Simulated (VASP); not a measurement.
# WC in VASP: further runs

WC is run at these levels: r2SCAN, PBE; tasks: single point, relaxation of shape and atoms at fixed volume.

Everything below comes from runs of VASP 6.6.1. Logs are shortened: lines on timing, memory, paths and dates and some standing lists are left out, and cuts for length are marked.

### 1 The cell of the first run

The structure is hexagonal, space group P-6m2 (No. 187). Conventional cell: a = 2.984 Å, b = 2.984 Å, c = 2.890 Å, α = 90.00°, β = 90.00°, γ = 120.00°. Within 3.0 Å of W (site symmetry -6m2) lie 6 C at 2.25 Å and 8 W at 2.89 to 2.98 Å. C (site symmetry -6m2) has 6 W at 2.25 Å and 8 C at 2.89 to 2.98 Å within 3.0 Å.

### 2 Single point, r2SCAN (volume scaled by 1.070)

POSCAR reads:

```
WC
1.0
    2.9841506632      0.0000000000      0.0000000000
   -1.4920753316      2.5843502831      0.0000000000
    0.0000000000      0.0000000000      2.8902537060
W C
1 1
Direct
    0.0000000000      0.0000000000      0.0000000000
    0.6666666667      0.3333333333      0.5000000000
```

INCAR.step1 reads:

```
PREC     = Accurate       # precision mode
ENCUT    = 520            # plane-wave cutoff, eV
ISMEAR   = 0              # smearing method
SIGMA    = 0.05           # smearing width, eV
LREAL    = F              # projectors in reciprocal space
LASPH    = T              # aspherical terms in the spheres
NELM     = 80             # most SCF steps
NBANDS   = 16             # bands
GGA      = PE             # functional
ALGO     = Normal         # electronic algorithm
EDIFF    = 1E-4           # SCF threshold, eV
LWAVE    = T              # write WAVECAR
LCHARG   = F              # write CHGCAR
```

INCAR.step2 reads:

```
PREC     = Accurate       # precision mode
ENCUT    = 520            # plane-wave cutoff, eV
EDIFF    = 1E-7           # SCF threshold, eV
ISMEAR   = 0              # smearing method
SIGMA    = 0.05           # smearing width, eV
LREAL    = F              # projectors in reciprocal space
LASPH    = T              # aspherical terms in the spheres
NELM     = 80             # most SCF steps
ALGO     = Normal         # electronic algorithm
ISIF     = 2              # what is computed and relaxed
LWAVE    = F              # write WAVECAR
LCHARG   = T              # write CHGCAR
METAGGA  = R2SCAN         # meta-GGA
LMIXTAU  = T            
LELF     = T              # ELF
LVHAR    = T            
NBANDS   = 16             # bands
ISTART   = 1
```

KPOINTS reads:

```
regular mesh
0
Gamma
  14 14 12
```

Potentials or basis: VASP PAW PBE potentials, release 64 (W_sv, C).

Started as:

```bash
$ cat potpaw_PBE.64/W_sv/POTCAR potpaw_PBE.64/C/POTCAR > POTCAR
$ cp INCAR.step1 INCAR
$ mpirun -np 1 vasp_std > vasp.out
$ cp INCAR.step2 INCAR
$ mpirun -np 1 vasp_std > vasp.out
```

OUTCAR:

```text
PREC = Accurate
   ENCUT = 520
   EDIFF = 1E-7
   ISMEAR = 0
   LREAL = F
   LASPH = T
   NELM = 80
   ISIF = 2
   METAGGA = R2SCAN
   ISTART = 1

 ion  position               nearest neighbor table
   1  0.000  0.000  0.000-   2 2.25   2 2.25   2 2.25   2 2.25   2 2.25   2 2.25
   2  0.667  0.333  0.500-   1 2.25   1 2.25   1 2.25   1 2.25   1 2.25   1 2.25

  LATTYP: Found a hexagonal cell.
 ALAT       =     2.9841506632
 C/A-ratio  =     0.9685347800

  Lattice vectors:

 A1 = (   2.9841506632,   0.0000000000,   0.0000000000)
 A2 = (  -1.4920753316,   2.5843502831,   0.0000000000)
 A3 = (   0.0000000000,   0.0000000000,   2.8902537060)

Analysis of symmetry for initial positions (statically):
=====================================================================
 Subroutine PRICEL returns:
 Original cell was already a primitive cell.

 Routine SETGRP: Setting up the symmetry group for a
 hexagonal supercell.

 Subroutine GETGRP returns: Found 12 space group operations
 (whereof 12 operations were pure point group operations)
 out of a pool of 24 trial point group operations.

The static configuration has the point symmetry D_3h.

Analysis of symmetry for dynamics (positions and initial velocities):
=====================================================================
 Subroutine PRICEL returns:
 Original cell was already a primitive cell.

 Routine SETGRP: Setting up the symmetry group for a
 hexagonal supercell.

 Subroutine GETGRP returns: Found 12 space group operations
 (whereof 12 operations were pure point group operations)
 out of a pool of 24 trial point group operations.

The dynamic configuration has the point symmetry D_3h.

 Subroutine INISYM returns: Found 12 space group operations
 (whereof 12 operations are pure point group operations),
 and found     1 'primitive' translations

----------------------------------------------------------------------------------------

                                     Primitive cell

  volume of cell :      22.2899

  direct lattice vectors                    reciprocal lattice vectors
     2.984150663  0.000000000  0.000000000     0.335103724  0.193472225  0.000000000
    -1.492075332  2.584350283  0.000000000     0.000000000  0.386944450  0.000000000
     0.000000000  0.000000000  2.890253706     0.000000000  0.000000000  0.345990388

  length of vectors
     2.984150663  2.984150663  2.890253706     0.386944450  0.386944450  0.345990388

  position of ions in fractional coordinates (direct lattice)
     0.000000000  0.000000000  0.000000000
     0.666666667  0.333333333  0.500000000

  ion indices of the primitive-cell ions
   primitive index   ion index
                 1           1
                 2           2

----------------------------------------------------------------------------------------

 KPOINTS: regular mesh

Automatic generation of k-mesh.
 Grid dimensions read from file:
 generate k-points for:   14   14   12

 Generating k-lattice:

  Cartesian coordinates                     Fractional coordinates (reciprocal lattice)
     0.023935980  0.013819445  0.000000000     0.071428571  0.000000000  0.000000000
     0.000000000  0.027638889  0.000000000     0.000000000  0.071428571  0.000000000
     0.000000000  0.000000000  0.028832532     0.000000000  0.000000000  0.083333333

  Length of vectors
     0.027638889  0.027638889  0.028832532

  Shift w.r.t. Gamma in fractional coordinates (k-lattice)
     0.000000000  0.000000000  0.000000000

 Subroutine IBZKPT returns following result:
 ===========================================

 Found    168 irreducible k-points:

 Following reciprocal coordinates:
            Coordinates               Weight
  0.000000  0.000000  0.000000      1.000000
  0.071429  0.000000  0.000000      6.000000
  0.142857 -0.000000  0.000000      6.000000
  0.214286 -0.000000  0.000000      6.000000
  0.285714  0.000000  0.000000      6.000000
  0.357143  0.000000  0.000000      6.000000
[... 16 lines left out ...]
  0.285714  0.285714  0.000000      6.000000
  0.357143  0.285714  0.000000      6.000000
 [... further k-points ...]
   k-points           NKPTS =    168   k-points in BZ     NKDIM =    168   number of bands    NBANDS=     16
   number of dos      NEDOS =    301   number of ions     NIONS =      2
   total plane-waves  NPLWV =  13824
   dimension x,y,z NGX =    24 NGY =   24 NGZ =   24
   dimension x,y,z NGXF=    48 NGYF=   48 NGZF=   48
   ions per type =               1   1
   NGX,Y,Z   is equivalent  to a cutoff of  13.37, 13.37, 13.80 a.u.
   NGXF,Y,Z  is equivalent  to a cutoff of  26.74, 26.74, 27.61 a.u.
 SYSTEM =  unknown system
   PREC   = accura    normal or accurate (medium, high low for compatibility)
   ISTART =      1    job   : 0-new  1-cont  2-samecut
   ICHARG =      0    charge: 1-file 2-atom 10-const
   ISPIN  =      1    spin polarized calculation?
   LNONCOLLINEAR =      F non collinear calculations
   LSORBIT =      F    spin-orbit coupling
   LASPH  =      T    aspherical Exc in radial PAW
   ENCUT  =  520.0 eV  38.22 Ry    6.18 a.u.   5.55  5.55  5.37*2*pi/ulx,y,z
   NELM   =     80;   NELMIN=  2; NELMDL=  0     # of ELM steps
   EDIFF  = 0.1E-06   stopping-criterion for ELM
   LREAL  =      F    real-space projection
   EDIFFG = 0.1E-05   stopping-criterion for IOM
   NSW    =      0    number of steps for IOM
   IBRION =     -1    ionic relax: 0-MD 1-quasi-New 2-CG
   NFREE  =      0    steps in history (QN), initial steepest desc. (CG)
   ISIF   =      2    stress and relaxation
   ISYM   =      2    0-nonsym 1-usesym 2-fastsym
   POTIM  = 0.5000    time-step for ionic-motion
   TEBEG  =    0.0;   TEEND  =   0.0 temperature during run
   PSTRESS=    0.0 pullay stress
   NELECT =      18.0000    total number of electrons
   NUPDOWN=      -1.0000    fix difference up-down
   EMIN   =  10.00;   EMAX   =-10.00  energy-range for DOS
   EFERMI =   0.00;   METHOD = LEGACY
   ISMEAR =     0;   SIGMA  =   0.05  broadening in eV -4-tet -1-fermi 0-gaus
   EFERMI_NEDOS =   21; number of points for ismear=-14 and -15
   IALGO  =     38    algorithm
   IMIX   =      4    mixing-type and parameters
     AMIX     =   0.40;   BMIX     =  1.00
     AMIX_MAG =   1.60;   BMIX_MAG =  1.00
  volume/ion in A,a.u.               =      11.14        75.21
  Fermi-wavevector in a.u.,A,eV,Ry     =   1.524508  2.880902 31.621625  2.324124
  Thomas-Fermi vector in A             =   2.632805
   LORBIT       =      0    0 simple, 1 ext, 2 COOP (PROOUT), +10 PAW based schemes
   METAGGA = R2SCAN    functional components
   LHFCALC =     F    Hartree Fock is set to
   AEXX    =    0.0000 exact exchange contribution
   IVDW    =     0    specifies the selected vdW correction
   LEPSILON=     F    determine dielectric tensor
   LRPA    =     F    only Hartree local field effects (RPA)
 non-spin polarized calculation
 Gauss-broadening in eV      SIGMA  =   0.05
  energy-cutoff  :      520.00
  volume of cell :       22.29
 maximum number of plane-waves:       617
 NGX is ok and might be reduce to    24
   NGX = 11   NGY = 11   NGZ = 11

 number of electron      17.9999999 magnetization

 Free energy of the ion-electron system (eV)
  ---------------------------------------------------
  ext. energy  EPLUGINS =         0.00000000
  ---------------------------------------------------
  free energy    TOTEN  =       -61.51498573 eV

  energy without entropy =      -61.51450378  energy(sigma->0) =      -61.51474476

 E-fermi :   9.9745     XC(G=0): -14.5160

 val. band max:        9.9714785826   @ k =   0.0714   0.0714   0.4167
 cond. band min:       9.9832020085   @ k =   0.5000   0.0000   0.4167
 fundamental gap:      0.0117234260
 Fermi energy:         9.9745105800

 k-point     1 :       0.0000    0.0000    0.0000
  band No.  band energies     occupation
      1     -66.1347      2.00000
      2     -29.4272      2.00000
      3     -29.3671      2.00000
      4     -29.3671      2.00000
      5      -4.7158      2.00000
      6       5.8936      2.00000
[... 8 lines left out ...]
     15      24.6037      0.00000
     16      26.8352      0.00000

 k-point     2 :       0.0714    0.0000    0.0000
  band No.  band energies     occupation
      1     -66.1324      2.00000
      2     -29.4229      2.00000
      3     -29.4009      2.00000
      4     -29.3748      2.00000
      5      -4.5910      2.00000
      6       5.9276      2.00000
[... 8 lines left out ...]
     15      24.3371      0.00000
     16      27.1094      0.00000

 k-point     3 :       0.1429   -0.0000    0.0000
  band No.  band energies     occupation
      1     -66.1261      2.00000
      2     -29.4947      2.00000
      3     -29.4110      2.00000
      4     -29.3964      2.00000
      5      -4.2314      2.00000
      6       5.6550      2.00000
[... 8 lines left out ...]
     15      24.0285      0.00000
     16      27.8798      0.00000

 k-point     4 :       0.2143   -0.0000    0.0000
  band No.  band energies     occupation
      1     -66.1171      2.00000
      2     -29.6280      2.00000
      3     -29.4274      2.00000
      4     -29.3936      2.00000
      5      -3.6812      2.00000
      6       4.9529      2.00000
[... 8 lines left out ...]
     15      24.1052      0.00000
     16      28.5809      0.00000

 k-point     5 :       0.2857    0.0000    0.0000
  band No.  band energies     occupation
      1     -66.1070      2.00000
      2     -29.7730      2.00000
      3     -29.4616      2.00000
      4     -29.3743      2.00000
      5      -3.0120      2.00000
      6       4.2211      2.00000
[... 8 lines left out ...]
     15      24.6997      0.00000
     16      27.4385      0.00000

 k-point     6 :       0.3571    0.0000    0.0000
  band No.  band energies     occupation
      1     -66.0980      2.00000
      2     -29.9011      2.00000
      3     -29.4922      2.00000
      4     -29.3569      2.00000
      5      -2.3289      2.00000
      6       3.5927      2.00000
[... 8 lines left out ...]
     15      24.6839      0.00000
     16      26.7627      0.00000
[... 267 lines left out ...]
 k-point    21 :       0.2857    0.2143    0.0000
  band No.  band energies     occupation
      1     -66.0895      2.00000
      2     -29.9077      2.00000
      3     -29.6393      2.00000
      4     -29.3405      2.00000
      5      -1.5494      2.00000
      6       3.4483      2.00000
[... 8 lines left out ...]
     15      25.2000      0.00000
     16      26.8135      0.00000

 k-point    22 :       0.3571    0.2143    0.0000
  band No.  band energies     occupation
      1     -66.0860      2.00000
      2     -29.9302      2.00000
      3     -29.6767      2.00000
      4     -29.3339      2.00000
      5      -1.1976      2.00000
      6       3.3220      2.00000
[... 8 lines left out ...]
     15      24.5583      0.00000
     16      26.9875      0.00000

 k-point    23 :       0.2857    0.2857    0.0000
  band No.  band energies     occupation
      1     -66.0855      2.00000
      2     -29.8944      2.00000
      3     -29.7226      2.00000
      4     -29.3329      2.00000
      5      -1.1429      2.00000
      6       3.4331      2.00000
[... 8 lines left out ...]
     15      25.2514      0.00000
     16      26.4877      0.00000

 k-point    24 :       0.3571    0.2857    0.0000
  band No.  band energies     occupation
      1     -66.0841      2.00000
      2     -29.8742      2.00000
      3     -29.7678      2.00000
      4     -29.3302      2.00000
      5      -0.9883      2.00000
      6       3.4618      2.00000
[... 8 lines left out ...]
     15      24.9534      0.00000
     16      25.9164      0.00000

 [... further k-points ...]

------------------------ aborting loop because EDIFF is reached ----------------------------------------

  FORCE on cell =-STRESS in cart. coord.  units (eV):
  Direction    XX          YY          ZZ          XY          YZ          ZX
  --------------------------------------------------------------------------------------
  -------------------------------------------------------------------------------------
  Total       -3.0878700     -3.0878700     -3.0516603      0.0000000      0.0000000      0.0000000
  in kB     -221.9532436   -221.9532436   -219.3505228      0.0000000      0.0000000      0.0000000
  external PRESSURE =    -221.0856700 kB  Pullay stress =       0.0000000 kB

 VOLUME and BASIS-vectors are now :
 -----------------------------------------------------------------------------
  energy-cutoff  :      520.00
  volume of cell :       22.29
      direct lattice vectors                 reciprocal lattice vectors
     2.984150663  0.000000000  0.000000000     0.335103724  0.193472225  0.000000000
    -1.492075332  2.584350283  0.000000000     0.000000000  0.386944450  0.000000000
     0.000000000  0.000000000  2.890253706     0.000000000  0.000000000  0.345990388

 POSITION                                       TOTAL-FORCE (eV/Angst)
 -----------------------------------------------------------------------------------
      0.00000      0.00000      0.00000         0.000000      0.000000      0.000000
      1.49208      0.86145      1.44513        -0.000000      0.000000      0.000000
 -----------------------------------------------------------------------------------
    total drift:                                0.000000     -0.000000      0.000000

  FREE ENERGIE OF THE ION-ELECTRON SYSTEM (eV)
  ---------------------------------------------------
  free  energy   TOTEN  =       -61.5149857322 eV

  energy  without entropy=      -61.5145037848  energy(sigma->0) =      -61.51474476
```

Wall time 90 s (1 thread of Intel Xeon Platinum 8559C (Emerald Rapids), shared host); peak memory 0.19 GiB.

What came out:

```
Free energy            : -61.5150 eV
Pressure               : -22.1 GPa
Band gap on the k mesh : zero (band 9 reaches 10.70 eV, above the bottom of band 10 at 9.48 eV)
```

Stress tensor (GPa, compression positive):
```
-22.20   0.00   0.00
  0.00 -22.20   0.00
  0.00   0.00 -21.94
```

Caveat: the PAW data sets were made with another functional, which shifts forces and pressure a little; spin-orbit coupling is left out, which moves the levels of the heavy elements.

### 3 Single point, r2SCAN (atom 1 (W) moved 0.02 Å along y)

POSCAR reads:

```
WC
1.0
    2.9118677777      0.0000000000      0.0000000000
   -1.4559338889      2.5217514680      0.0000000000
    0.0000000000      0.0000000000      2.8369414953
W C
1 1
Direct
    0.0039654978      0.0079309957      0.0000000000
    0.6666666667      0.3333333333      0.5000000000
```

INCAR.step1 reads:

```
SYSTEM = WC
PREC     = Accurate       ! precision mode
ENCUT    = 520            ! plane-wave cutoff, eV
ISMEAR   = 0              ! smearing method
SIGMA    = 0.05           ! smearing width, eV
LREAL    = .False.        ! projectors in reciprocal space
LASPH    = .True.         ! aspherical terms in the spheres
NELM     = 100            ! most SCF steps
NBANDS   = 16             ! bands
GGA      = PE             ! functional
ALGO     = Normal         ! electronic algorithm
EDIFF    = 1E-4           ! SCF threshold, eV
LWAVE    = .True.         ! write WAVECAR
LCHARG   = .False.        ! write CHGCAR
```

INCAR.step2 reads:

```
SYSTEM = WC
PREC     = Accurate       ! precision mode
ENCUT    = 520            ! plane-wave cutoff, eV
EDIFF    = 1E-6           ! SCF threshold, eV
ISMEAR   = 0              ! smearing method
SIGMA    = 0.05           ! smearing width, eV
LREAL    = .False.        ! projectors in reciprocal space
LASPH    = .True.         ! aspherical terms in the spheres
NELM     = 100            ! most SCF steps
ALGO     = Normal         ! electronic algorithm
ISIF     = 2              ! what is computed and relaxed
LWAVE    = .False.        ! write WAVECAR
LCHARG   = .True.         ! write CHGCAR
METAGGA  = R2SCAN         ! meta-GGA
LMIXTAU  = .True.       
LELF     = .True.         ! ELF
LVHAR    = .True.       
NBANDS   = 16             ! bands
ISTART   = 1
```

KPOINTS reads:

```
Automatic mesh
0
Gamma
  14 14 12
  0 0 0
```

Potentials or basis: VASP PAW PBE potentials, release 64 (W_sv, C).

Started as:

```bash
$ cat potpaw_PBE.64/W_sv/POTCAR potpaw_PBE.64/C/POTCAR > POTCAR
$ cp INCAR.step1 INCAR
$ mpirun -np 1 vasp_std > vasp.out
$ cp INCAR.step2 INCAR
$ mpirun -np 1 vasp_std > vasp.out
```

It took 2.5 min on 1 thread of Intel Xeon Platinum 8559C (Emerald Rapids), shared host; peak memory 0.25 GiB.

It converged, with:

```
Free energy            : -61.6097 eV
Pressure               : 1.9 GPa
Largest force          : 0.315 eV/Å
Band gap on the k mesh : zero (band 9 reaches 11.68 eV, above the bottom of band 10 at 10.35 eV)
```

Forces on the atoms (eV/Å):
```
W    0.000 -0.315  0.000
C    0.000  0.315  0.000
```

Stress tensor (GPa, compression positive):
```
2.58 0.00 0.00
0.00 1.08 0.00
0.00 0.00 2.17
```

Levels at points of the mesh, in eV from the Fermi level:
| k point | band 5 | band 6 | band 7 | band 8 | band 9 | band 10 | band 11 | band 12 | band 13 | band 14 |
| --- | --- | --- | --- | --- | --- | --- | --- | --- | --- | --- |
| (0.00, 0.00, 0.00) | -15.21 | -4.47 | -3.50 | -3.45 | 0.11 | 3.38 | 3.43 | 5.83 | 6.03 | 6.80 |
| (0.50, 0.00, 0.00) | -11.79 | -7.35 | -3.76 | -3.68 | -0.50 | 2.50 | 4.70 | 5.07 | 7.36 | 10.13 |
| (0.00, 0.50, 0.00) | -11.87 | -7.25 | -3.68 | -3.65 | -0.54 | 2.47 | 4.74 | 5.10 | 7.10 | 10.16 |
| (0.00, 0.00, 0.50) | -11.12 | -8.98 | -2.23 | -1.96 | -0.57 | -0.56 | 3.84 | 4.62 | 5.03 | 10.55 |
| (0.50, 0.00, 0.50) | -12.02 | -6.67 | -4.46 | -4.32 | 0.18 | 4.59 | 5.47 | 6.94 | 9.60 | 10.74 |
| (0.00, 0.50, 0.50) | -11.93 | -6.75 | -4.53 | -4.42 | 0.30 | 4.58 | 5.47 | 6.93 | 9.72 | 10.63 |

Caveat: the cell differs from its parent crystal (atom 1 (W) moved 0.02 Å along y); the PAW data sets were made with another functional, which shifts forces and pressure a little; spin-orbit coupling is left out, which moves the levels of the heavy elements.

[end of part 1 of 2]
